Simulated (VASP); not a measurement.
# Ta4C3 (P4mm) in VASP: single point with r2SCAN

Aim: the single point of Ta4C3 with r2SCAN.

Program: VASP 6.6.1. These are calculated values, not measurements. Logs are shortened: lines on timing, memory, paths and dates and some standing lists are left out, and cuts for length are marked.

### 1 The cell of the first run

Symmetry: P4mm, No. 99, tetragonal system. Conventional cell: a = 4.425 Å, b = 4.425 Å, c = 4.425 Å, α = 90.00°, β = 90.00°, γ = 90.00°. Within 2.9 Å of Ta (site symmetry 4mm) lie 4 C at 2.21 Å. Ta (site symmetry 2mm) has 4 C at 2.21 Å within 2.9 Å. Ta (site symmetry 4mm) has 6 C at 2.20 to 2.23 Å within 2.9 Å. C (site symmetry 4mm) has 6 Ta at 2.20 to 2.23 Å within 2.9 Å. Within 2.9 Å of C (site symmetry 2mm) lie 6 Ta at 2.21 Å.

### 2 Single point, r2SCAN (atoms displaced along a vibrational mode)

File POSCAR:

```
Ta4C3
1.0
    4.4247933843      0.0000000000      0.0000000000
    0.0000000000      4.4247933843      0.0000000000
    0.0000000000      0.0000000000      4.4247933843
Ta C
4 3
Direct
    0.0135599552      0.5000000000      0.5000000000
    0.4962241630      0.0000000000      0.5000000000
    0.4962241630      0.5000000000      0.0000000000
   -0.0054174071      0.0000000000      0.0000000000
    0.4981726164      0.0000000000      0.0000000000
   -0.0035371201      0.5000000000      0.0000000000
   -0.0035371201      0.0000000000      0.5000000000
```

File INCAR.step1:

```
PREC = Accurate ; ENCUT = 520
ISMEAR = 0 ; SIGMA = 0.15
LREAL = False ; LASPH = True
NELM = 100 ; NBANDS = 37
GGA = PE ; ALGO = Normal
EDIFF = 1E-4 ; LWAVE = True
LCHARG = False
```

File INCAR.step2:

```
PREC = Accurate ; ENCUT = 520
EDIFF = 1E-7 ; ISMEAR = 0
SIGMA = 0.15 ; LREAL = False
LASPH = True ; NELM = 100
ALGO = Normal ; ISIF = 2
LWAVE = False ; LCHARG = False
METAGGA = R2SCAN ; LMIXTAU = True
NBANDS = 37 ; ISTART = 1
```

File KPOINTS:

```
regular mesh
0
Gamma
  10 10 10
```

Potentials or basis: VASP PAW PBE potentials, release 64 (Ta_pv, C).

Command:

```bash
> cat potpaw_PBE.64/Ta_pv/POTCAR potpaw_PBE.64/C/POTCAR > POTCAR
> cp INCAR.step1 INCAR
> mpirun -np 1 vasp_std > vasp.out
> cp INCAR.step2 INCAR
> mpirun -np 1 vasp_std > vasp.out
```

OUTCAR:

```text
PREC = Accurate
   ENCUT = 520
   EDIFF = 1E-7
   ISMEAR = 0
   LREAL = False
   LASPH = True
   NELM = 100
   ISIF = 2
   METAGGA = R2SCAN
   ISTART = 1

 ion  position               nearest neighbor table
   1  0.014  0.500  0.500-   6 2.21   7 2.21   6 2.21   7 2.21   3 3.08   2 3.08   2 3.08   3 3.08
                             4 3.13   4 3.13   4 3.13   4 3.13   2 3.18   3 3.18   3 3.18   2 3.18
   2  0.496  0.000  0.500-   7 2.21   5 2.21   5 2.21   7 2.21   1 3.08   1 3.08   4 3.12   4 3.12
                             3 3.13   3 3.13   3 3.13   3 3.13   4 3.13   4 3.13   1 3.18   1 3.18
   3  0.496  0.500  0.000-   6 2.21   5 2.21   5 2.21   6 2.21   1 3.08   1 3.08   4 3.12   4 3.12
                             2 3.13   2 3.13   2 3.13   2 3.13   4 3.13   4 3.13   1 3.18   1 3.18
   4  0.995  0.000  0.000-   5 2.20   6 2.21   7 2.21   7 2.21   6 2.21   5 2.23   2 3.12   3 3.12
                             3 3.12   2 3.12   1 3.13   1 3.13   1 3.13   1 3.13   2 3.13   2 3.13
   5  0.498  0.000  0.000-   4 2.20   3 2.21   2 2.21   2 2.21   3 2.21   4 2.23
   6  0.996  0.500  0.000-   3 2.21   4 2.21   4 2.21   3 2.21   1 2.21   1 2.21
   7  0.996  0.000  0.500-   2 2.21   4 2.21   4 2.21   2 2.21   1 2.21   1 2.21

  LATTYP: Found a simple cubic cell.
 ALAT       =     4.4247933843

  Lattice vectors:

 A1 = (   4.4247933843,   0.0000000000,   0.0000000000)
 A2 = (   0.0000000000,   4.4247933843,   0.0000000000)
 A3 = (   0.0000000000,   0.0000000000,   4.4247933843)

Analysis of symmetry for initial positions (statically):
=====================================================================
 Subroutine PRICEL returns:
 Original cell was already a primitive cell.

 Routine SETGRP: Setting up the symmetry group for a
 simple cubic supercell.

 Subroutine GETGRP returns: Found  8 space group operations
 (whereof  8 operations were pure point group operations)
 out of a pool of 48 trial point group operations.

The static configuration has the point symmetry C_4v.

Analysis of symmetry for dynamics (positions and initial velocities):
=====================================================================
 Subroutine PRICEL returns:
 Original cell was already a primitive cell.

 Routine SETGRP: Setting up the symmetry group for a
 simple cubic supercell.

 Subroutine GETGRP returns: Found  8 space group operations
 (whereof  8 operations were pure point group operations)
 out of a pool of 48 trial point group operations.

The dynamic configuration has the point symmetry C_4v.

 Subroutine INISYM returns: Found  8 space group operations
 (whereof  8 operations are pure point group operations),
 and found     1 'primitive' translations

----------------------------------------------------------------------------------------

                                     Primitive cell

  volume of cell :      86.6321

  direct lattice vectors                    reciprocal lattice vectors
     4.424793384  0.000000000  0.000000000     0.225999253  0.000000000  0.000000000
     0.000000000  4.424793384  0.000000000     0.000000000  0.225999253  0.000000000
     0.000000000  0.000000000  4.424793384     0.000000000  0.000000000  0.225999253

  length of vectors
     4.424793384  4.424793384  4.424793384     0.225999253  0.225999253  0.225999253

  position of ions in fractional coordinates (direct lattice)
     0.013559955  0.500000000  0.500000000
     0.496224163  0.000000000  0.500000000
     0.496224163  0.500000000  0.000000000
     0.994582593  0.000000000  0.000000000
     0.498172616  0.000000000  0.000000000
     0.996462880  0.500000000  0.000000000
     0.996462880  0.000000000  0.500000000

  ion indices of the primitive-cell ions
   primitive index   ion index
                 1           1
                 2           2
                 3           3
                 4           4
                 5           5
                 6           6
                 7           7

----------------------------------------------------------------------------------------

 KPOINTS: regular mesh

Automatic generation of k-mesh.
 Grid dimensions read from file:
 generate k-points for:   10   10   10

 Generating k-lattice:

  Cartesian coordinates                     Fractional coordinates (reciprocal lattice)
     0.022599925  0.000000000  0.000000000     0.100000000  0.000000000  0.000000000
     0.000000000  0.022599925  0.000000000     0.000000000  0.100000000  0.000000000
     0.000000000  0.000000000  0.022599925     0.000000000  0.000000000  0.100000000

  Length of vectors
     0.022599925  0.022599925  0.022599925

  Shift w.r.t. Gamma in fractional coordinates (k-lattice)
     0.000000000  0.000000000  0.000000000

 Subroutine IBZKPT returns following result:
 ===========================================

 Found    126 irreducible k-points:

 Following reciprocal coordinates:
            Coordinates               Weight
  0.000000  0.000000  0.000000      1.000000
  0.100000  0.000000  0.000000      2.000000
  0.000000  0.100000  0.000000      4.000000
  0.200000  0.000000  0.000000      2.000000
  0.000000  0.200000  0.000000      4.000000
  0.300000  0.000000  0.000000      2.000000
[... 16 lines left out ...]
  0.500000  0.100000  0.000000      4.000000
  0.000000  0.500000  0.100000      4.000000
 [... further k-points ...]
   k-points           NKPTS =    126   k-points in BZ     NKDIM =    126   number of bands    NBANDS=     37
   number of dos      NEDOS =    301   number of ions     NIONS =      7
   total plane-waves  NPLWV =  46656
   dimension x,y,z NGX =    36 NGY =   36 NGZ =   36
   dimension x,y,z NGXF=    72 NGYF=   72 NGZF=   72
   ions per type =               4   3
   NGX,Y,Z   is equivalent  to a cutoff of  13.53, 13.53, 13.53 a.u.
   NGXF,Y,Z  is equivalent  to a cutoff of  27.05, 27.05, 27.05 a.u.
 SYSTEM =  unknown system
   PREC   = accura    normal or accurate (medium, high low for compatibility)
   ISTART =      1    job   : 0-new  1-cont  2-samecut
   ICHARG =      0    charge: 1-file 2-atom 10-const
   ISPIN  =      1    spin polarized calculation?
   LNONCOLLINEAR =      F non collinear calculations
   LSORBIT =      F    spin-orbit coupling
   LASPH  =      T    aspherical Exc in radial PAW
   ENCUT  =  520.0 eV  38.22 Ry    6.18 a.u.   8.23  8.23  8.23*2*pi/ulx,y,z
   NELM   =    100;   NELMIN=  2; NELMDL=  0     # of ELM steps
   EDIFF  = 0.1E-06   stopping-criterion for ELM
   LREAL  =      F    real-space projection
   EDIFFG = 0.1E-05   stopping-criterion for IOM
   NSW    =      0    number of steps for IOM
   IBRION =     -1    ionic relax: 0-MD 1-quasi-New 2-CG
   NFREE  =      0    steps in history (QN), initial steepest desc. (CG)
   ISIF   =      2    stress and relaxation
   ISYM   =      2    0-nonsym 1-usesym 2-fastsym
   POTIM  = 0.5000    time-step for ionic-motion
   TEBEG  =    0.0;   TEEND  =   0.0 temperature during run
   PSTRESS=    0.0 pullay stress
   NELECT =      56.0000    total number of electrons
   NUPDOWN=      -1.0000    fix difference up-down
   EMIN   =  10.00;   EMAX   =-10.00  energy-range for DOS
   EFERMI =   0.00;   METHOD = LEGACY
   ISMEAR =     0;   SIGMA  =   0.15  broadening in eV -4-tet -1-fermi 0-gaus
   EFERMI_NEDOS =   21; number of points for ismear=-14 and -15
   IALGO  =     38    algorithm
   IMIX   =      4    mixing-type and parameters
     AMIX     =   0.40;   BMIX     =  1.00
     AMIX_MAG =   1.60;   BMIX_MAG =  1.00
  volume/ion in A,a.u.               =      12.38        83.52
  Fermi-wavevector in a.u.,A,eV,Ry     =   1.415504  2.674915 27.261344  2.003652
  Thomas-Fermi vector in A             =   2.536936
   LORBIT       =      0    0 simple, 1 ext, 2 COOP (PROOUT), +10 PAW based schemes
   METAGGA = R2SCAN    functional components
   LHFCALC =     F    Hartree Fock is set to
   AEXX    =    0.0000 exact exchange contribution
   IVDW    =     0    specifies the selected vdW correction
   LEPSILON=     F    determine dielectric tensor
   LRPA    =     F    only Hartree local field effects (RPA)
 non-spin polarized calculation
 Gauss-broadening in eV      SIGMA  =   0.15
  energy-cutoff  :      520.00
  volume of cell :       86.63
 maximum number of plane-waves:      2360
 NGX is ok and might be reduce to    36
   NGX = 17   NGY = 17   NGZ = 17

 number of electron      56.0000009 magnetization

 Free energy of the ion-electron system (eV)
  ---------------------------------------------------
  ext. energy  EPLUGINS =         0.00000000
  ---------------------------------------------------
  free energy    TOTEN  =      -227.78888493 eV

  energy without entropy =     -227.75176037  energy(sigma->0) =     -227.77032265

 E-fermi :   7.2103     XC(G=0): -13.9941

 val. band max:        7.2100925384   @ k =   0.4000   0.3000   0.1000
 cond. band min:       7.2111176558   @ k =   0.0000   0.1000   0.0000
 fundamental gap:      0.0010251173
 Fermi energy:         7.2102620945

 k-point     1 :       0.0000    0.0000    0.0000
  band No.  band energies     occupation
      1     -29.5046      2.00000
      2     -29.5029      2.00000
      3     -29.5029      2.00000
      4     -28.7784      2.00000
      5     -28.7784      2.00000
      6     -28.7778      2.00000
[... 29 lines left out ...]
     36      11.0774      0.00000
     37      12.0472      0.00000

 k-point     2 :       0.1000    0.0000    0.0000
  band No.  band energies     occupation
      1     -29.4984      2.00000
      2     -29.4984      2.00000
      3     -29.4981      2.00000
      4     -28.7776      2.00000
      5     -28.7776      2.00000
      6     -28.7776      2.00000
[... 29 lines left out ...]
     36      11.3205      0.00000
     37      12.0304      0.00000
[... 838 lines left out ...]
     36      10.6217      0.00000
     37      11.4149      0.00000

 k-point    24 :       0.0000    0.5000    0.1000
  band No.  band energies     occupation
      1     -29.4584      2.00000
      2     -29.4511      2.00000
      3     -29.4367      2.00000
      4     -28.8028      2.00000
      5     -28.7822      2.00000
      6     -28.7652      2.00000
[... 29 lines left out ...]
     36      10.6380      0.00000
     37      11.3616      0.00000

 [... further k-points ...]

------------------------ aborting loop because EDIFF is reached ----------------------------------------

  FORCE on cell =-STRESS in cart. coord.  units (eV):
  Direction    XX          YY          ZZ          XY          YZ          ZX
  --------------------------------------------------------------------------------------
  -------------------------------------------------------------------------------------
  Total        0.6005038      0.6900183      0.6900183      0.0000000     -0.0000000     -0.0000000
  in kB       11.1057369     12.7612201     12.7612201      0.0000000     -0.0000000     -0.0000000
  external PRESSURE =      12.2093923 kB  Pullay stress =       0.0000000 kB

 VOLUME and BASIS-vectors are now :
 -----------------------------------------------------------------------------
  energy-cutoff  :      520.00
  volume of cell :       86.63
      direct lattice vectors                 reciprocal lattice vectors
     4.424793384  0.000000000  0.000000000     0.225999253  0.000000000  0.000000000
     0.000000000  4.424793384  0.000000000     0.000000000  0.225999253  0.000000000
     0.000000000  0.000000000  4.424793384     0.000000000  0.000000000  0.225999253

 POSITION                                       TOTAL-FORCE (eV/Angst)
 -----------------------------------------------------------------------------------
      0.06000      2.21240      2.21240        -0.415035     -0.000000      0.000000
      2.19569      0.00000      2.21240         0.116570      0.000000      0.000000
      2.19569      2.21240      0.00000         0.116570     -0.000000     -0.000000
      4.40082      0.00000      0.00000         0.171129      0.000000      0.000000
      2.20431      0.00000      0.00000         0.001738      0.000000     -0.000000
      4.40914      2.21240      0.00000         0.004513     -0.000000      0.000000
      4.40914      0.00000      2.21240         0.004513     -0.000000      0.000000
 -----------------------------------------------------------------------------------
    total drift:                                0.008168      0.000000     -0.000000

  FREE ENERGIE OF THE ION-ELECTRON SYSTEM (eV)
  ---------------------------------------------------
  free  energy   TOTEN  =      -227.7888849285 eV

  energy  without entropy=     -227.7517603721  energy(sigma->0) =     -227.77032265
```

It took 16 min on 1 thread of AMD EPYC 9R45 (Zen 5), shared host; peak memory 0.41 GiB.

Results:

| Property | Result |
| --- | --- |
| Free energy | -227.7889 eV |
| Pressure | 1.2 GPa |
| Largest force | 0.415 eV/Å |
| Band gap on the k mesh | zero (bands 28 and 29 overlap by 1.10 eV) |

Forces on the atoms (eV/Å):
```
Ta  -0.415  0.000  0.000
Ta   0.117  0.000  0.000
Ta   0.117  0.000  0.000
Ta   0.171  0.000  0.000
C    0.002  0.000  0.000
C    0.005  0.000  0.000
C    0.005  0.000  0.000
```

Caveat: the cell differs from its parent crystal (atoms displaced along a vibrational mode); the PAW data sets were made with another functional, which shifts forces and pressure a little; spin-orbit coupling is left out, which moves the levels of the heavy elements.
